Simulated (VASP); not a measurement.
Write the native input for VASP 6.6.1 that does the following.

* Task: single point
* Functional: PBE
* Potentials or basis: VASP PAW PBE potentials, release 64 (Al, B, As)
* Cutoff: 520 eV
* k mesh: 4 × 4 × 4
* Occupations: gaussian, width 0.1 eV
* Spin: no spin polarisation
* Dipole correction: no
* Further INCAR settings: ALGO = Normal; EDIFF = 1e-06; NBANDS = 20

The structure of Al3BAs2 lies in POSCAR:

```
Al3BAs2
1.0
    4.6491321200      0.0000000000      0.0000000000
    0.0000000000      4.6491321200      0.0000000000
    0.0000000000      0.0000000000      5.4770591500
Al B As
3 1 2
Direct
    0.0000000000      0.0000000000      0.7487399500
    0.5000000000      0.0000000000      0.9297223300
    0.0000000000      0.5000000000      0.9297223300
    0.5000000000      0.5000000000      0.8122142400
    0.0000000000      0.0000000000      0.4218725500
    0.5000000000      0.5000000000      0.2071955300
```

These files were run (other wordings do the same):

INCAR

```
SYSTEM = Al3BAs2
ALGO = Normal
EDIFF = 1E-6
ENCUT = 520
GGA = PE
ISIF = 2
ISMEAR = 0
LASPH = .TRUE.
LCHARG = .FALSE.
LREAL = .FALSE.
LWAVE = .FALSE.
NBANDS = 20
NELM = 100
PREC = Accurate
SIGMA = 0.1
```

KPOINTS

```
k-points
0
G
  4 4 4
  0 0 0
```

Potentials or basis: VASP PAW PBE potentials, release 64 (Al, B, As).

Run with:

```console
$ cat potpaw_PBE.64/Al/POTCAR potpaw_PBE.64/B/POTCAR potpaw_PBE.64/As/POTCAR > POTCAR
$ mpirun -np 1 vasp_std > vasp.out
```

It gave:

```yaml
Pressure: 13.4 GPa
Largest_force: 18.417 eV/Å
Band_gap_on_the_k_mesh: zero (band 11 reaches 6.03 eV, above the bottom of band 12 at 3.33 eV)
```

Caveat: forces of over 1 eV/Å act on the atoms, so gaps and moduli don't describe the material at rest.

Wall time 26 s on 1 thread of Intel(R) Xeon(R) Platinum 8488C (Sapphire Rapids), with other jobs on the host, peak memory 0.23 GiB.
